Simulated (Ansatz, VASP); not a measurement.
**Two plane-wave programs on ZrB2**

```xyz
3
Lattice="3.1012 0.0000 0.0000 -1.5506 2.6857 0.0000 0.0000 0.0000 3.3145" Properties=species:S:1:pos:R:3 pbc="T T T"
Zr    0.0000    0.0000    0.0000
B     0.0000    1.7905    1.6572
B     1.5506    0.8952    1.6572
```

Alike in both runs: task single point; functional LDA; k mesh 15 × 15 × 12; occupations gaussian, width 0.15 eV; no spin polarisation.

|  | VASP | Ansatz |
| --- | --- | --- |
| version | VASP 6.6.1 | Ansatz 0.2.0 |
| potentials or method | VASP PAW LDA potentials, release 64 (Zr_sv, B), cutoff 520 eV | scalar-relativistic, plane waves, PAW |
| valence electrons in the cell | 18 | 18 |

|  | VASP | Ansatz | Ansatz less VASP |
| --- | --- | --- | --- |
| gap on the k mesh at the Fermi level (eV) | none | none | - |
| pressure (GPa) | 21.9 | 21.2 | -0.68 |
| traceless stress, the component that is largest in VASP (GPa) | 9.99 | 9.94 | -0.050 |

LDA's correlation is that of Perdew and Zunger in VASP and of Perdew and Wang (1992) in Ansatz. A gap of «none» marks a metal or a gap that the smearing closes.
